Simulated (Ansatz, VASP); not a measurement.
## Tc in VASP and in Ansatz

```xyz
1
Lattice="0.0000 1.8687 1.8687 1.8687 0.0000 1.8687 1.8687 1.8687 0.0000" Properties=species:S:1:pos:R:3 pbc="T T T"
Tc    0.0000    0.0000    0.0000
```

Change from the starting cell: volume scaled by 0.88.

Alike in both runs: functional r2SCAN0; k mesh 8 × 8 × 8; occupations gaussian, width 0.02 eV; no spin polarisation.

```csv
,VASP,Ansatz
version,VASP 6.6.1,Ansatz 0.2.0
potentials or method,"VASP PAW PBE potentials, release 64 (Tc_pv)",PseudoDojo standard (PBE files)
plane-wave cutoff (eV),440,1143
valence electrons in the cell,13,15
task,single point,electrostatic potential
```

|  | VASP | Ansatz | Ansatz less VASP |
| --- | --- | --- | --- |
| gap on the k mesh at the Fermi level (eV) | none | none | - |
| pressure (GPa) | 24.8 | 26.3 | +1.51 |

VASP's potentials were made for PBE, not for r2SCAN0. A gap of «none» marks a metal or a gap that the smearing closes. VASP's potentials hold 13 valence electrons a cell and Ansatz's 15, so a difference there can come from the potentials and not from the codes.

The k mesh is coarse, so the values compare programs but aren't converged.
